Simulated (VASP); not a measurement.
# SiC (Fm-3m) in VASP: further runs

SiC is run at these levels: r2SCAN; tasks: single point, relaxation of cell and atoms.

Program: VASP 6.6.1. These are calculated values, not measurements. Logs are shortened: lines on timing, memory, paths and dates and some standing lists are left out, and cuts for length are marked.

## 1. The cell of the first run

The structure is cubic, space group Fm-3m (No. 225). The conventional cell has a = 3.724 Å, b = 3.724 Å, c = 3.724 Å, α = 90.00°, β = 90.00°, γ = 90.00°. Within 2.5 Å of Si (site symmetry m-3m) lie 6 C at 1.86 Å. Within 2.5 Å of C (site symmetry m-3m) lie 6 Si at 1.86 Å.

## 2. Single point, r2SCAN

Input file POSCAR:

```
SiC
1.0
    0.0000000000      1.8618552353      1.8618552353
    1.8618552353      0.0000000000      1.8618552353
    1.8618552353      1.8618552353      0.0000000000
Si C
1 1
Direct
    0.0000000000      0.0000000000      0.0000000000
    0.5000000000      0.5000000000      0.5000000000
```

Input file INCAR.step1:

```
PREC     = Accurate       # precision mode
ENCUT    = 660            # plane-wave cutoff, eV
ISMEAR   = 0              # smearing method
SIGMA    = 0.1            # smearing width, eV
LREAL    = F              # projectors in reciprocal space
LASPH    = T              # aspherical terms in the spheres
NELM     = 120            # most SCF steps
NBANDS   = 11             # bands
GGA      = PE             # functional
ALGO     = Normal         # electronic algorithm
EDIFF    = 1E-5           # SCF threshold, eV
LWAVE    = T              # write WAVECAR
LCHARG   = F              # write CHGCAR
GGA_COMPAT= F
```

Input file INCAR.step2:

```
PREC     = Accurate       # precision mode
ENCUT    = 660            # plane-wave cutoff, eV
EDIFF    = 1E-6           # SCF threshold, eV
ISMEAR   = 0              # smearing method
SIGMA    = 0.1            # smearing width, eV
LREAL    = F              # projectors in reciprocal space
LASPH    = T              # aspherical terms in the spheres
NELM     = 120            # most SCF steps
ALGO     = Normal         # electronic algorithm
ISIF     = 2              # what is computed and relaxed
LWAVE    = F              # write WAVECAR
LCHARG   = T              # write CHGCAR
METAGGA  = R2SCAN         # meta-GGA
LMIXTAU  = T            
LELF     = T              # ELF
LVHAR    = T            
NBANDS   = 11             # bands
ISTART   = 1            
GGA_COMPAT= F
```

Input file KPOINTS:

```
regular mesh
0
Gamma
  8 8 8
```

Potentials or basis: VASP PAW PBE potentials, release 64 (Si, C).

Run with:

```
$ cat potpaw_PBE.64/Si/POTCAR potpaw_PBE.64/C/POTCAR > POTCAR
$ cp INCAR.step1 INCAR
$ mpirun -np 1 vasp_std > vasp.out
$ cp INCAR.step2 INCAR
$ mpirun -np 1 vasp_std > vasp.out
```

OUTCAR:

```text
PREC = Accurate
   ENCUT = 660
   EDIFF = 1E-6
   ISMEAR = 0
   LREAL = F
   LASPH = T
   NELM = 120
   ISIF = 2
   METAGGA = R2SCAN
   ISTART = 1

 ion  position               nearest neighbor table
   1  0.000  0.000  0.000-   2 1.86   2 1.86   2 1.86   2 1.86   2 1.86   2 1.86
   2  0.500  0.500  0.500-   1 1.86   1 1.86   1 1.86   1 1.86   1 1.86   1 1.86

  LATTYP: Found a face centered cubic cell.
 ALAT       =     3.7237104706

  Lattice vectors:

 A1 = (   0.0000000000,   1.8618552353,   1.8618552353)
 A2 = (   1.8618552353,   0.0000000000,   1.8618552353)
 A3 = (   1.8618552353,   1.8618552353,   0.0000000000)

Analysis of symmetry for initial positions (statically):
=====================================================================
 Subroutine PRICEL returns:
 Original cell was already a primitive cell.

 Routine SETGRP: Setting up the symmetry group for a
 face centered cubic supercell.

 Subroutine GETGRP returns: Found 48 space group operations
 (whereof 48 operations were pure point group operations)
 out of a pool of 48 trial point group operations.

The static configuration has the point symmetry O_h .

Analysis of symmetry for dynamics (positions and initial velocities):
=====================================================================
 Subroutine PRICEL returns:
 Original cell was already a primitive cell.

 Routine SETGRP: Setting up the symmetry group for a
 face centered cubic supercell.

 Subroutine GETGRP returns: Found 48 space group operations
 (whereof 48 operations were pure point group operations)
 out of a pool of 48 trial point group operations.

The dynamic configuration has the point symmetry O_h .

 Subroutine INISYM returns: Found 48 space group operations
 (whereof 48 operations are pure point group operations),
 and found     1 'primitive' translations

----------------------------------------------------------------------------------------

                                     Primitive cell

  volume of cell :      12.9083

  direct lattice vectors                    reciprocal lattice vectors
     0.000000000  1.861855235  1.861855235    -0.268549343  0.268549343  0.268549343
     1.861855235  0.000000000  1.861855235     0.268549343 -0.268549343  0.268549343
     1.861855235  1.861855235  0.000000000     0.268549343  0.268549343 -0.268549343

  length of vectors
     2.633060925  2.633060925  2.633060925     0.465141106  0.465141106  0.465141106

[... 88 lines left out ...]
   POTIM  = 0.5000    time-step for ionic-motion
   TEBEG  =    0.0;   TEEND  =   0.0 temperature during run
   PSTRESS=    0.0 pullay stress
   NELECT =       8.0000    total number of electrons
   NUPDOWN=      -1.0000    fix difference up-down
   EMIN   =  10.00;   EMAX   =-10.00  energy-range for DOS
   EFERMI =   0.00;   METHOD = LEGACY
   ISMEAR =     0;   SIGMA  =   0.10  broadening in eV -4-tet -1-fermi 0-gaus
   EFERMI_NEDOS =   21; number of points for ismear=-14 and -15
   IALGO  =     38    algorithm
   IMIX   =      4    mixing-type and parameters
     AMIX     =   0.40;   BMIX     =  1.00
     AMIX_MAG =   1.60;   BMIX_MAG =  1.00
  volume/ion in A,a.u.               =       6.45        43.55
  Fermi-wavevector in a.u.,A,eV,Ry     =   1.395776  2.637633 26.506726  1.948189
  Thomas-Fermi vector in A             =   2.519194
   LORBIT       =      0    0 simple, 1 ext, 2 COOP (PROOUT), +10 PAW based schemes
   METAGGA = R2SCAN    functional components
   LHFCALC =     F    Hartree Fock is set to
   AEXX    =    0.0000 exact exchange contribution
   IVDW    =     0    specifies the selected vdW correction
   LEPSILON=     F    determine dielectric tensor
   LRPA    =     F    only Hartree local field effects (RPA)
 non-spin polarized calculation
 Gauss-broadening in eV      SIGMA  =   0.10
  energy-cutoff  :      660.00
  volume of cell :       12.91
 maximum number of plane-waves:       531
 NGX is ok and might be reduce to    24
   NGX = 11   NGY = 11   NGZ = 11

 number of electron       8.0000000 magnetization

 Free energy of the ion-electron system (eV)
  ---------------------------------------------------
  ext. energy  EPLUGINS =         0.00000000
  ---------------------------------------------------
  free energy    TOTEN  =       -16.73690881 eV

  energy without entropy =      -16.73690881  energy(sigma->0) =      -16.73690881

 E-fermi :  17.1280     XC(G=0): -14.6682

 val. band max:       16.6701090529   @ k =   0.0000   0.0000   0.0000
 cond. band min:      18.0033792913   @ k =   0.5000   0.5000   0.0000
 fundamental gap:      1.3332702383
 Fermi energy:        17.1279917159

 k-point     1 :       0.0000    0.0000    0.0000
  band No.  band energies     occupation
      1      -6.0291      2.00000
      2      16.6701      2.00000
      3      16.6701      2.00000
      4      16.6701      2.00000
      5      26.1363      0.00000
      6      26.1363      0.00000
      7      26.1363      0.00000
      8      30.1144      0.00000
      9      32.4701      0.00000
     10      32.4701      0.00000
     11      34.0735      0.00000
[... 309 lines left out ...]
 k-point    24 :      -0.3750    0.2500    0.1250
  band No.  band energies     occupation
      1       1.4243      2.00000
      2       3.6381      2.00000
      3      10.4060      2.00000
      4      12.3394      2.00000
      5      22.4939      0.00000
      6      25.1022      0.00000
      7      29.2375      0.00000
      8      31.9104      0.00000
      9      35.2889      0.00000
     10      36.1179      0.00000
     11      39.2457      0.00000

 [... further k-points ...]

------------------------ aborting loop because EDIFF is reached ----------------------------------------

  FORCE on cell =-STRESS in cart. coord.  units (eV):
  Direction    XX          YY          ZZ          XY          YZ          ZX
  --------------------------------------------------------------------------------------
  -------------------------------------------------------------------------------------
  Total        8.4835242      8.4835242      8.4835242     -0.0000000     -0.0000000      0.0000000
  in kB     1052.9776586   1052.9776586   1052.9776586     -0.0000000     -0.0000000      0.0000000
  external PRESSURE =    1052.9776586 kB  Pullay stress =       0.0000000 kB

 VOLUME and BASIS-vectors are now :
 -----------------------------------------------------------------------------
  energy-cutoff  :      660.00
  volume of cell :       12.91
      direct lattice vectors                 reciprocal lattice vectors
     0.000000000  1.861855235  1.861855235    -0.268549343  0.268549343  0.268549343
     1.861855235  0.000000000  1.861855235     0.268549343 -0.268549343  0.268549343
     1.861855235  1.861855235  0.000000000     0.268549343  0.268549343 -0.268549343

 POSITION                                       TOTAL-FORCE (eV/Angst)
 -----------------------------------------------------------------------------------
      0.00000      0.00000      0.00000         0.000000      0.000000     -0.000000
      1.86186      1.86186      1.86186        -0.000000     -0.000000      0.000000
 -----------------------------------------------------------------------------------
    total drift:                               -0.000000     -0.000000      0.000000

  FREE ENERGIE OF THE ION-ELECTRON SYSTEM (eV)
  ---------------------------------------------------
  free  energy   TOTEN  =       -16.7369088090 eV

  energy  without entropy=      -16.7369088090  energy(sigma->0) =      -16.73690881
```

OSZICAR.step1:

```text
N       E                     dE             d eps       ncg     rms          rms(c)
DAV:   1     0.607860432730E+01    0.60786E+01   -0.49002E+03   708   0.783E+02
DAV:   2    -0.139696347188E+02   -0.20048E+02   -0.19075E+02   763   0.131E+02
DAV:   3    -0.143839694748E+02   -0.41433E+00   -0.41333E+00   818   0.141E+01
DAV:   4    -0.143846822922E+02   -0.71282E-03   -0.71273E-03   699   0.631E-01
DAV:   5    -0.143846833707E+02   -0.10785E-05   -0.10784E-05   752   0.248E-02    0.116E+01
DAV:   6    -0.126474241803E+02    0.17373E+01   -0.43411E+00   671   0.109E+01    0.567E+00
DAV:   7    -0.125341819131E+02    0.11324E+00   -0.64037E-01   735   0.466E+00    0.184E+00
DAV:   8    -0.125317882471E+02    0.23937E-02   -0.72843E-03   673   0.638E-01    0.512E-01
DAV:   9    -0.125316850158E+02    0.10323E-03   -0.54801E-04   743   0.210E-01    0.169E-01
DAV:  10    -0.125316943481E+02   -0.93324E-05   -0.78362E-06   542   0.237E-02
   1 F= -.12531694E+02 E0= -.12531694E+02  d E =-.537686E-11
```

Wall time 9.4 s (1 thread of Intel Xeon 6975P-C (Granite Rapids), shared host); peak memory 0.14 GiB.

What came out:

* Free energy: -16.7369 eV
* Pressure: 105.3 GPa
* Band gap on the k mesh: 1.33 eV, indirect (least direct gap 7.00 eV)

Caveat: the PAW data sets were made with another functional, which shifts forces and pressure a little. A k mesh can miss the band edges.

## 3. Single point, r2SCAN

This run uses another cell than the first one, of 8.17 Å³/atom, 1.265 times its volume.

Input file POSCAR:

```
SiC
1.0
    0.0000000000      2.0136567571      2.0136567571
    2.0136567571      0.0000000000      2.0136567571
    2.0136567571      2.0136567571      0.0000000000
Si C
1 1
Direct
    0.0000000000      0.0000000000      0.0000000000
    0.5000000000      0.5000000000      0.5000000000
```

Input file INCAR.step1:

```
PREC = Accurate
ENCUT = 660
ISMEAR = 0
SIGMA = 0.1
LREAL = F
LASPH = T
NELM = 120
NBANDS = 11
GGA = PE
ALGO = Normal
EDIFF = 1E-5
LWAVE = T
LCHARG = F
GGA_COMPAT = F
```

Input file INCAR.step2:

```
PREC = Accurate
ENCUT = 660
EDIFF = 1E-6
ISMEAR = 0
SIGMA = 0.1
LREAL = F
LASPH = T
NELM = 120
ALGO = Normal
ISIF = 2
LWAVE = F
LCHARG = F
METAGGA = R2SCAN
LMIXTAU = T
NBANDS = 11
ISTART = 1
GGA_COMPAT = F
```

Input file KPOINTS:

```
regular mesh
0
Gamma
  10 10 10
```

Potentials or basis: VASP PAW PBE potentials, release 64 (Si, C).

Run with:

```
$ cat potpaw_PBE.64/Si/POTCAR potpaw_PBE.64/C/POTCAR > POTCAR
$ cp INCAR.step1 INCAR
$ mpirun -np 1 vasp_std > vasp.out
$ cp INCAR.step2 INCAR
$ mpirun -np 1 vasp_std > vasp.out
```

It took 15 s on 1 thread of Intel Xeon 6975P-C (Granite Rapids), shared host; peak memory 0.14 GiB.

It converged, with:

* Free energy: -17.6640 eV
* Pressure: 0.0 GPa
* Band gap on the k mesh: zero (band 4 reaches 12.73 eV, above the bottom of band 5 at 12.04 eV)

Levels at points of the mesh, in eV from the Fermi level:
```csv
k point,band 2,band 3,band 4,band 5,band 6,band 7
"(0.00, 0.00, 0.00)",-0.04,-0.04,-0.04,8.39,9.36,9.36
"(0.50, 0.00, 0.00)",-12.17,-1.24,-1.24,5.69,5.69,6.51
"(0.50, 0.50, 0.00)",-10.42,-4.66,-4.66,-0.66,2.86,16.18
```

Caveat: the PAW data sets were made with another functional, which shifts forces and pressure a little.

(Part 1 of 2 ends here.)
